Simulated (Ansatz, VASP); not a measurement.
## MgO: VASP beside Ansatz

Contents of INCAR:

```
SYSTEM = MgO
PREC = Accurate ; ENCUT = 520
EDIFF = 1E-6 ; ISMEAR = 0
SIGMA = 0.5 ; LREAL = .FALSE.
LASPH = .TRUE. ; NELM = 100
ALGO = Normal ; ISIF = 2
LWAVE = .FALSE. ; LCHARG = .FALSE.
GGA = PE ; NBANDS = 11
```

KPOINTS

```
Automatic mesh
0
G
  6 6 6
  0 0 0
```

POSCAR

```
MgO
1.0
    2.6233491285      0.0000000000      0.0000000000
    0.0000000000      2.6233491285      0.0000000000
    0.0000000000      0.0000000000      2.6233491285
Mg O
1 1
Direct
    0.0000000000      0.0000000000      0.0000000000
    0.5000000000      0.5000000000      0.5000000000
```

Input for Ansatz:

```yaml
crystal:
  lattice:
    - [2.6233491285, 0.0, 0.0]
    - [0.0, 2.6233491285, 0.0]
    - [0.0, 0.0, 2.6233491285]
  atoms:
    - { symbol: Mg, position: [0.0, 0.0, 0.0] }
    - { symbol: O, position: [0.5, 0.5, 0.5] }
kpoints:
  mp_grid: { grid: [6, 6, 6] }
hamiltonian:
  xc: pbe
scf:
  occupations: { method: gaussian, width: 0.5 }
  n_extra_bands: 4
output:
  forces: true
  stress: true
  eigenvalues: true
```

Alike in both runs: task single point; functional PBE; k mesh 6 × 6 × 6; occupations gaussian, width 0.5 eV; no spin polarisation.

```csv
,VASP,Ansatz
version,VASP 6.6.1,Ansatz 0.2.0
potentials or method,"VASP PAW PBE potentials, release 64 (Mg, O)",plane waves
plane-wave cutoff (eV),520,420
valence electrons in the cell,8,16
```

```csv
,VASP,Ansatz,Ansatz less VASP
pressure (GPa),5.5,6.2,+0.75
```

With one functional, cell and mesh, what is left measures potentials, basis and numerics. VASP's potentials hold 8 valence electrons a cell and Ansatz's 16, so a difference there can come from the potentials and not from the codes.
